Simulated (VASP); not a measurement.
# Mg17F31 (a cell with a defect) in VASP: single point with PBE

Aim: the single point of Mg17F31 (a cell with a defect) with PBE.

All numbers are computed with VASP 6.6.1; they aren't measurements. Logs are shortened: lines on timing, memory, paths and dates and some standing lists are left out, and cuts for length are marked.

## Step 1: The cell of the first run

The cell holds a defect, 48 atoms: a = 9.077 Å, b = 9.077 Å, c = 9.077 Å, α = 94.08°, β = 117.67°, γ = 117.67°.

## Step 2: Single point, PBE, collinear spin

The input, INCAR:

```
SYSTEM = Mg17F31
  PREC = Accurate
  ENCUT = 520
  EDIFF = 1E-6
  ISMEAR = 0
  SIGMA = 0.01
  LREAL = Auto
  LASPH = .TRUE.
  NELM = 200
  ALGO = Normal
  ISIF = 2
  LWAVE = .FALSE.
  LCHARG = .FALSE.
  ISPIN = 2
  MAGMOM = 0.25 0.25 0 0 0 0 0 0 0 0 0 0 0 0 0.25 0 0.25 0 0 0 0 0 0 0 0 0 0 0 0 0 0 0 0 0 0 0 0 0 0 0 0 0 0 0 0 0 0 0
  LORBIT = 11
  GGA = PE
  NBANDS = 160
  GGA_COMPAT = .FALSE.
  KPAR = 2
  NCORE = 2
```

The input, KPOINTS:

```
Automatic mesh
0
Gamma
  2 2 2
  0.5 0.5 0.5
```

The input, POSCAR:

```
Mg17F31
1.0
   -4.6975810614     -4.6975810614      6.1859837852
   -4.6975810614      4.6975810614     -6.1859837852
    4.6975810614     -4.6975810614     -6.1859837852
Mg F
17 31
Direct
    0.0647776476      0.4118429292      0.9118429292
    0.0647776476      0.1529347184      0.6529347184
   -0.0251406116      0.8672813311      0.3672813311
   -0.0251406116      0.6075780573      0.1075780573
    0.5003342764      0.3772613307      0.3745936850
    0.5003342764      0.1257405914      0.1230729457
    0.5003342764      0.8745936850      0.8772613307
    0.5003342764      0.6230729457      0.6257405914
    0.0032991278      0.5002250064      0.5030741213
    0.0027326704      0.2513663352      0.2513663352
    1.0032991278      1.0030741213      0.0002250064
    1.0027326704      0.7513663352      0.7513663352
    0.5169534740      0.5084767370      0.0084767370
    0.5098738832      0.2490916933      0.7490916933
    0.4083084755      0.9541542377      0.4541542377
    0.5098738832      0.7607821899      0.2607821899
    0.7658567100      0.1329283550      0.6329283550
    0.8091602683      0.9141739144      0.4141739144
    0.7948457111      0.6474228555      0.1474228555
    0.8091602683      0.3949863539      0.8949863539
    0.3058385820      0.1559462629      0.1498923190
    0.3047343483      0.9023671742      0.9023671742
    0.3058385820      0.6498923190      0.6559462629
    0.3047343483      0.4023671742      0.4023671742
    0.0193055431      0.2353825617      0.0402957021
    0.0193055431      0.9790098411      0.7839229814
   -0.0083740209      0.7188009615      0.5225425576
   -0.0083740209      0.4690834215      0.2728250176
    0.4744730534      0.2167598637      0.5125783390
    0.4744730534      0.9618947144      0.2577131898
    0.5088311234      0.7302557435      0.0358255818
    0.5088311234      0.4730055416      0.7785753799
    0.2056422564      0.6153019003      0.1153019003
    0.2383295187      0.3691647594      0.8691647594
    0.2056422564      0.0903403560      0.5903403560
    0.1398202243      0.8199101122      0.3199101122
    0.6989623819      0.5994811909      0.5994811909
    0.6989224381      0.3460914726      0.3528309656
    0.6989623819      0.0994811909      0.0994811909
    0.6989224381      0.8528309656      0.8460914726
    0.0193055431      0.5402957021      0.7353825617
    0.0193055431      0.2839229814      0.4790098411
   -0.0083740209      0.0225425576      0.2188009615
   -0.0083740209      0.7728250176      0.9690834215
    0.5088311234      0.5358255818      0.2302557435
    0.5088311234      0.2785753799      0.9730055416
    0.4744730534      0.0125783390      0.7167598637
    0.4744730534      0.7577131898      0.4618947144
```

Potentials or basis: VASP PAW PBE potentials, release 64 (Mg, F).

On the command line:

```bash
$ cat potpaw_PBE.64/Mg/POTCAR potpaw_PBE.64/F/POTCAR > POTCAR
$ mpirun -np 4 vasp_std > vasp.out
```

OUTCAR:

```text
SYSTEM = Mg17F31
   PREC = Accurate
   ENCUT = 520
   EDIFF = 1E-6
   ISMEAR = 0
   LREAL = Auto
   LASPH = .TRUE.
   NELM = 200
   ISIF = 2
   ISPIN = 2
   LORBIT = 11
   GGA = PE

 ion  position               nearest neighbor table
   1  0.065  0.412  0.912-  33 1.89  34 1.97  25 2.05  41 2.05  20 2.18  17 2.55   4 3.04   2 3.20
                            16 3.34  13 3.40
   2  0.065  0.153  0.653-  35 1.89  34 1.97  26 2.05  42 2.05  18 2.18  17 2.55   3 3.04   1 3.20
                            14 3.34  13 3.40
   3  0.975  0.867  0.367-  36 1.94  18 1.95  19 2.00  27 2.02  43 2.02  35 2.03   2 3.04   4 3.21
                            15 3.30  13 3.44  16 3.46  12 3.64  10 3.64
   4  0.975  0.608  0.108-  36 1.94  20 1.95  19 2.00  28 2.02  44 2.02  33 2.03   1 3.04   3 3.21
                            15 3.30  13 3.44  14 3.46  12 3.64  10 3.64
   5  0.500  0.377  0.375-  29 1.99  24 2.01  45 2.01  21 2.02  37 2.03  38 2.04   8 3.07   6 3.11
                            10 3.65  14 3.65  11 3.65  13 3.65
   6  0.500  0.126  0.123-  30 1.99  22 2.01  46 2.01  21 2.02  39 2.03  38 2.04   7 3.07   5 3.11
                            12 3.65  16 3.65  11 3.65  13 3.65
   7  0.500  0.875  0.877-  47 1.99  22 2.01  31 2.01  23 2.02  39 2.03  40 2.04   6 3.07   8 3.11
                            12 3.65  14 3.65   9 3.65  13 3.65
   8  0.500  0.623  0.626-  48 1.99  24 2.01  32 2.01  23 2.02  37 2.03  40 2.04   5 3.07   7 3.11
                            10 3.65  16 3.65   9 3.65  13 3.65
   9  0.003  0.500  0.503-  23 2.01  38 2.02  28 2.04  27 2.04  42 2.04  41 2.04  10 3.09  12 3.09
                             8 3.65   7 3.65
  10  0.003  0.251  0.251-  25 1.99  42 1.99  24 2.01  39 2.02  43 2.03  28 2.03   9 3.09  11 3.09
                             3 3.64   4 3.64   5 3.65   8 3.65
  11  0.003  0.003  0.000-  21 2.01  40 2.02  44 2.04  43 2.04  26 2.04  25 2.04  12 3.09  10 3.09
                             6 3.65   5 3.65
  12  0.003  0.751  0.751-  41 1.99  26 1.99  22 2.01  37 2.02  27 2.03  44 2.03  11 3.09   9 3.09
                             3 3.64   4 3.64   7 3.65   6 3.65
  13  0.517  0.508  0.008-  19 1.85  34 1.85  31 2.05  45 2.05  32 2.05  46 2.05  16 3.17  14 3.17
                             1 3.40   2 3.40   4 3.44   3 3.44   5 3.65   6 3.65   7 3.65   8 3.65
  14  0.510  0.249  0.749-  20 1.99  29 2.00  47 2.00  35 2.02  46 2.04  32 2.04  15 3.10  13 3.17
                             2 3.34   4 3.46  17 3.47   7 3.65   5 3.65
  15  0.408  0.954  0.454-  36 1.78  30 2.13  48 2.13  47 2.13  29 2.13  17 2.38  16 3.10  14 3.10
                             4 3.30   3 3.30
  16  0.510  0.761  0.261-  18 1.99  30 2.00  48 2.00  33 2.02  45 2.04  31 2.04  15 3.10  13 3.17
                             1 3.34   3 3.46  17 3.47   8 3.65   6 3.65
  17  0.766  0.133  0.633-  15 2.38   1 2.55   2 2.55  16 3.47  14 3.47
  18  0.809  0.914  0.414-   3 1.95  16 1.99   2 2.18
  19  0.795  0.647  0.147-  13 1.85   4 2.00   3 2.00
  20  0.809  0.395  0.895-   4 1.95  14 1.99   1 2.18
  21  0.306  0.156  0.150-  11 2.01   6 2.02   5 2.02
  22  0.305  0.902  0.902-  12 2.01   6 2.01   7 2.01
  23  0.306  0.650  0.656-   9 2.01   8 2.02   7 2.02
[... 23 lines left out ...]
  47  0.474  0.013  0.717-   7 1.99  14 2.00  15 2.13
  48  0.474  0.758  0.462-   8 1.99  16 2.00  15 2.13

  LATTYP: Found a body centered tetragonal cell.
 ALAT       =     9.3951621228
 C/A-ratio  =     1.3168445003

  Lattice vectors:

 A1 = (   4.6975810614,  -4.6975810614,   6.1859837852)
 A2 = (  -4.6975810614,   4.6975810614,   6.1859837852)
 A3 = (  -4.6975810614,  -4.6975810614,  -6.1859837852)

Analysis of symmetry for initial positions (statically):
=====================================================================
 Subroutine PRICEL returns:
 Original cell was already a primitive cell.

 Routine SETGRP: Setting up the symmetry group for a
 body centered tetragonal supercell.

 Subroutine GETGRP returns: Found  4 space group operations
 (whereof  2 operations were pure point group operations)
 out of a pool of 16 trial point group operations.

The static configuration has the point symmetry C_1h.
 The point group associated with its full space group is C_2v.

Analysis of symmetry for dynamics (positions and initial velocities):
=====================================================================
 Subroutine PRICEL returns:
 Original cell was already a primitive cell.

 Routine SETGRP: Setting up the symmetry group for a
 body centered tetragonal supercell.

 Subroutine GETGRP returns: Found  4 space group operations
 (whereof  2 operations were pure point group operations)
 out of a pool of 16 trial point group operations.

The dynamic configuration has the point symmetry C_1h.
 The point group associated with its full space group is C_2v.

[... 181 lines left out ...]
   ENCUT  =  520.0 eV  38.22 Ry    6.18 a.u.  16.88 16.88 16.88*2*pi/ulx,y,z
   NELM   =    200;   NELMIN=  2; NELMDL= -5     # of ELM steps
   EDIFF  = 0.1E-05   stopping-criterion for ELM
   LREAL  =      T    real-space projection
   EDIFFG = 0.1E-04   stopping-criterion for IOM
   NSW    =      0    number of steps for IOM
   IBRION =     -1    ionic relax: 0-MD 1-quasi-New 2-CG
   NFREE  =      0    steps in history (QN), initial steepest desc. (CG)
   ISIF   =      2    stress and relaxation
   ISYM   =      2    0-nonsym 1-usesym 2-fastsym
   POTIM  = 0.5000    time-step for ionic-motion
   TEBEG  =    0.0;   TEEND  =   0.0 temperature during run
   PSTRESS=    0.0 pullay stress
   NELECT =     251.0000    total number of electrons
   NUPDOWN=      -1.0000    fix difference up-down
   EMIN   =  10.00;   EMAX   =-10.00  energy-range for DOS
   EFERMI =   0.00;   METHOD = LEGACY
   ISMEAR =     0;   SIGMA  =   0.01  broadening in eV -4-tet -1-fermi 0-gaus
   EFERMI_NEDOS =   21; number of points for ismear=-14 and -15
   IALGO  =     38    algorithm
   IMIX   =      4    mixing-type and parameters
     AMIX     =   0.40;   BMIX     =  1.00
     AMIX_MAG =   1.60;   BMIX_MAG =  1.00
  volume/ion in A,a.u.               =      11.38        76.77
  Fermi-wavevector in a.u.,A,eV,Ry     =   1.263456  2.387587 21.719284  1.596322
  Thomas-Fermi vector in A             =   2.396812
   LORBIT       =     11    0 simple, 1 ext, 2 COOP (PROOUT), +10 PAW based schemes
   GGA     = PE    functional components
   LHFCALC =     F    Hartree Fock is set to
   AEXX    =    0.0000 exact exchange contribution
   IVDW    =     0    specifies the selected vdW correction
   LEPSILON=     F    determine dielectric tensor
   LRPA    =     F    only Hartree local field effects (RPA)
 spin polarized calculation
 Gauss-broadening in eV      SIGMA  =   0.01
  energy-cutoff  :      520.00
  volume of cell :      546.03
 maximum number of plane-waves:     14719
 NGX is ok and might be reduce to    70
   NGX = 33   NGY = 33   NGZ = 33

 number of electron     251.0000041 magnetization       1.0000001

 Free energy of the ion-electron system (eV)
  ---------------------------------------------------
  ext. energy  EPLUGINS =         0.00000000
  ---------------------------------------------------
  free energy    TOTEN  =      -239.91988133 eV

  energy without entropy =     -239.91988133  energy(sigma->0) =     -239.91988133

 E-fermi :   5.5249     XC(G=0):  -9.5965

 val. band max:        5.4479988749   @ k =  -0.2500   0.2500   0.2500
 cond. band min:       6.0236550184   @ k =  -0.2500   0.2500   0.2500
 fundamental gap:      0.5756561435
 Fermi energy:         5.5249035986

 spin component 1

 k-point     1 :       0.2500    0.2500    0.2500
  band No.  band energies     occupation
      1     -22.4666      1.00000
      2     -21.9604      1.00000
      3     -21.7971      1.00000
      4     -21.7698      1.00000
      5     -21.7329      1.00000
      6     -21.6713      1.00000
[... 409 lines left out ...]
    136       9.6027      0.00000
    137       9.8116      0.00000
 Fermi energy:         5.5249035986

 spin component 2

 k-point     1 :       0.2500    0.2500    0.2500
  band No.  band energies     occupation
      1     -22.4593      1.00000
      2     -21.9380      1.00000
      3     -21.7906      1.00000
      4     -21.7632      1.00000
      5     -21.7208      1.00000
      6     -21.6660      1.00000
[... 409 lines left out ...]
    136       9.6351      0.00000
    137       9.8899      0.00000
 [bands above 137 left out]

------------------------ aborting loop because EDIFF is reached ----------------------------------------

  FORCE on cell =-STRESS in cart. coord.  units (eV):
  Direction    XX          YY          ZZ          XY          YZ          ZX
  --------------------------------------------------------------------------------------
  -------------------------------------------------------------------------------------
  Total       17.5414909     17.5414909     10.5815618     14.1655067      0.0000000      0.0000000
  in kB       51.4706616     51.4706616     31.0486713     41.5647681      0.0000000      0.0000000
  external PRESSURE =      44.6633315 kB  Pullay stress =       0.0000000 kB

 VOLUME and BASIS-vectors are now :
 -----------------------------------------------------------------------------
  energy-cutoff  :      520.00
  volume of cell :      546.03
      direct lattice vectors                 reciprocal lattice vectors
    -4.697581061 -4.697581061  6.185983785    -0.106437759 -0.106437759  0.000000000
    -4.697581061  4.697581061 -6.185983785    -0.106437759  0.000000000 -0.080827887
     4.697581061 -4.697581061 -6.185983785     0.000000000 -0.106437759 -0.080827887

 POSITION                                       TOTAL-FORCE (eV/Angst)
 -----------------------------------------------------------------------------------
      2.04449     -2.65309     -7.78759        -0.017135     -0.017135     -0.007121
      2.04449     -2.65309     -4.58438        -0.017135     -0.017135      0.007121
     -6.92827     -2.23069     -1.60652        -0.003816     -0.003816      0.015238
     -6.92827     -2.23069      1.60652        -0.003816     -0.003816     -0.015238
     -2.36289     -2.33783     -1.55590         0.000810      0.010422     -0.000203
     -2.36289     -2.33783      1.55590         0.000810      0.010422      0.000203
[... 40 lines left out ...]
      1.07907     -5.53683     -1.57659         0.003030     -0.012740     -0.005540
     -3.61851     -0.83924     -4.60939         0.003030     -0.012740      0.005540
 -----------------------------------------------------------------------------------
    total drift:                               -0.005887     -0.005894      0.000018

  FREE ENERGIE OF THE ION-ELECTRON SYSTEM (eV)
  ---------------------------------------------------
  free  energy   TOTEN  =      -239.9198813260 eV

  energy  without entropy=     -239.9198813260  energy(sigma->0) =     -239.91988133

 total charge

# of ion       s       p       d       tot
------------------------------------------
    1        0.155   0.155   0.067   0.377
    2        0.155   0.155   0.067   0.377
    3        0.125   0.157   0.077   0.358
    4        0.125   0.157   0.077   0.358
    5        0.121   0.147   0.070   0.338
    6        0.121   0.147   0.070   0.338
[... 40 lines left out ...]
   47        1.737   4.406   0.000   6.144
   48        1.737   4.406   0.000   6.144
--------------------------------------------------
tot         56.209 139.590   1.154 196.952

 magnetization (x)

# of ion       s       p       d       tot
------------------------------------------
    1        0.015   0.007   0.002   0.025
    2        0.015   0.007   0.002   0.025
    3        0.001   0.000   0.000   0.001
    4        0.001   0.000   0.000   0.001
    5        0.001   0.000   0.000   0.002
    6        0.001   0.000   0.000   0.002
[... 40 lines left out ...]
   47        0.005   0.014   0.000   0.019
   48        0.005   0.014   0.000   0.019
--------------------------------------------------
tot          0.158   0.233   0.012   0.404
```

Run time: 10 min. Hardware: 4 MPI ranks of Intel Xeon Platinum 8259CL at 2.50GHz (Skylake/Cascade Lake), shared host; peak memory 0.66 GiB.

Results:

```yaml
Free_energy: -239.9199 eV
Pressure: 4.5 GPa
Largest_force: 0.027 eV/Å
Band_gap_on_the_k_mesh: 0.58 eV
Net_moment: 1.00 μB per cell
Site_moments: Mg +0.03, +0.00, +0.10; F +0.00, +0.02 μB
Valence_electrons_inside_the_program's_atomic_spheres: Mg 0.38, 0.36, 0.34, 0.33, 0.35, 0.40, 0.43, 0.51; F 6.14, 6.19, 6.15, 6.16, 6.17, 6.18, 6.21
```

Forces in eV/Å, atoms in the order of the input:
```
Mg  -0.017 -0.017 -0.007
Mg  -0.017 -0.017  0.007
Mg  -0.004 -0.004  0.015
Mg  -0.004 -0.004 -0.015
Mg   0.001  0.010  0.000
Mg   0.001  0.010  0.000
Mg   0.010  0.001  0.000
Mg   0.010  0.001  0.000
Mg   0.002 -0.006  0.000
Mg  -0.001 -0.001  0.000
Mg  -0.006  0.002  0.000
Mg  -0.001 -0.001  0.000
Mg   0.002  0.002  0.000
Mg   0.009  0.009 -0.022
Mg   0.010  0.010  0.000
Mg   0.009  0.009  0.022
Mg   0.000  0.000  0.000
F   -0.001 -0.001  0.010
F   -0.008 -0.008  0.000
F   -0.001 -0.001 -0.010
F    0.002 -0.001  0.000
F   -0.003 -0.003  0.000
F   -0.001  0.002  0.000
F   -0.003 -0.003  0.000
F    0.012 -0.010 -0.002
F    0.012 -0.010  0.002
F    0.003  0.001  0.000
F    0.003  0.001  0.000
F   -0.013  0.003 -0.006
F   -0.013  0.003  0.006
F    0.001 -0.005 -0.001
F    0.001 -0.005  0.001
F    0.001  0.001 -0.009
F    0.012  0.012  0.000
F    0.001  0.001  0.009
F    0.019  0.019  0.000
F   -0.003 -0.003  0.000
F   -0.007  0.008  0.000
F   -0.003 -0.003  0.000
F    0.008 -0.007  0.000
F   -0.010  0.012 -0.002
F   -0.010  0.012  0.002
F    0.001  0.003  0.000
F    0.001  0.003  0.000
F   -0.005  0.001 -0.001
F   -0.005  0.001  0.001
F    0.003 -0.013 -0.006
F    0.003 -0.013  0.006
```

Levels at points of the mesh, in eV from the valence-band top:
Spin up:
```
           k point  band 122  band 123  band 124  band 125  band 126  band 127  band 128  band 129  band 130  band 131
(0.25, 0.25, 0.25)     -7.05     -7.02     -6.96     -2.73     -0.11      0.95      1.07      2.07      2.25      2.56
```
Spin down:
```tsv
k point	band 122	band 123	band 124	band 125	band 126	band 127	band 128	band 129
(0.25, 0.25, 0.25)	-7.04	-7.00	-6.94	-2.28	0.73	1.03	1.15	2.18
```
